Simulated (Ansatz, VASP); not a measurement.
**InP: VASP beside Ansatz**

```
In P
1.0
     0.00000    2.94993    2.94993
     2.94993    0.00000    2.94993
     2.94993    2.94993    0.00000
In P
1 1
Direct
  0.00000 0.00000 0.00000
  0.25000 0.25000 0.25000
```

Alike in both runs: task single point; functional PBE; k mesh 6 × 6 × 6; no spin polarisation.

|  | VASP | Ansatz |
| --- | --- | --- |
| version | VASP 6.6.1 | Ansatz 0.2.0 |
| potentials or method | VASP PAW PBE potentials, release 64 (In_d, P) | plane waves, PAW |
| plane-wave cutoff (eV) | 520 | 420 |
| occupations | gaussian, width 0.01 eV | fixed |
| valence electrons in the cell | 18 | 18 |

|  | VASP | Ansatz | Ansatz less VASP |
| --- | --- | --- | --- |
| gap on the k mesh at the Fermi level (eV) | 0.60 | 0.60 | +0.003 |
| pressure (GPa) | 1.9 | 1.9 | +0.05 |
